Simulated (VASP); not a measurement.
Write the native input for VASP 6.6.1 that does the following.

```
Task                   : relaxation of cell and atoms
Functional             : PBE
Potentials or basis    : VASP PAW PBE potentials, release 64 (Hf_pv, Nb_sv, O)
Cutoff                 : 600 eV
k mesh                 : 6 × 6 × 4
Occupations            : gaussian, width 0.1 eV
Spin                   : no spin polarisation
Dipole correction      : no
Further INCAR settings : ALGO = Normal; EDIFF = 1e-06; IBRION = 2; EDIFFG = -0.04; NSW = 90; ISIF = 3
```

The structure of Hf3NbO2 lies in POSCAR:

```
Hf3NbO2
1.0
    4.2430341400      0.0000000000      0.0000000000
   -2.1215170700      3.6745753500      0.0000000000
    0.0000000000      0.0000000000      5.3133492700
Hf Nb O
3 1 2
Direct
    0.3333333300      0.6666666700      0.7237790200
    0.6666666700      0.3333333300      0.2762209800
    0.0000000000      0.0000000000      0.0000000000
    0.0000000000      0.0000000000      0.5000000000
    0.3333333300      0.6666666700      0.2191410100
    0.6666666700      0.3333333300      0.7808589900
```

The cell was built from a structure type or drawn by symmetry, and may not be a known phase.

These files were run (other wordings do the same):

INCAR

```
PREC = Accurate
ENCUT = 600
EDIFF = 1E-6
ISMEAR = 0
SIGMA = 0.1
LREAL = F
LASPH = T
NELM = 100
ALGO = Normal
ISIF = 3
LWAVE = F
LCHARG = F
GGA = PE
IBRION = 2
NSW = 90
EDIFFG = -0.04
```

KPOINTS

```
Automatic mesh
0
Gamma
  6 6 4
```

Potentials or basis: VASP PAW PBE potentials, release 64 (Hf_pv, Nb_sv, O).

Command:

```sh
$ cat potpaw_PBE.64/Hf_pv/POTCAR potpaw_PBE.64/Nb_sv/POTCAR potpaw_PBE.64/O/POTCAR > POTCAR
$ mpirun -np 1 vasp_std > vasp.out
```

Results of the run:

```yaml
Relaxed_volume: 16.65 Å³/atom
Relaxed_cell: a = 3.645 Å, b = 3.645 Å, c = 8.685 Å, α = 90.00°, β = 90.00°, γ = 120.00°
Space_group_after_relaxing_to_0.1_Å: P-3m1 (No. 164)
Energy_gained_by_relaxing: 1114.3 meV/atom
Ionic_steps: 58
Pressure_after_relaxing: 0.0 GPa
Largest_force_after_relaxing: 0.035 eV/Å
Band_gap_on_the_k_mesh: zero (an odd number of electrons rules out a gap without spin polarisation)
```

Caveat: the volume moved by over 15 % at a fixed basis, so the end points are rough; spin-orbit coupling is left out, which moves the levels of the heavy elements; an odd number of electrons without spin polarisation forces a metal; a magnetic or distorted state may lie lower.

Wall time 29 min on 1 thread of Intel(R) Xeon(R) 6975P-C (Granite Rapids), on a shared host, peak memory 0.29 GiB.
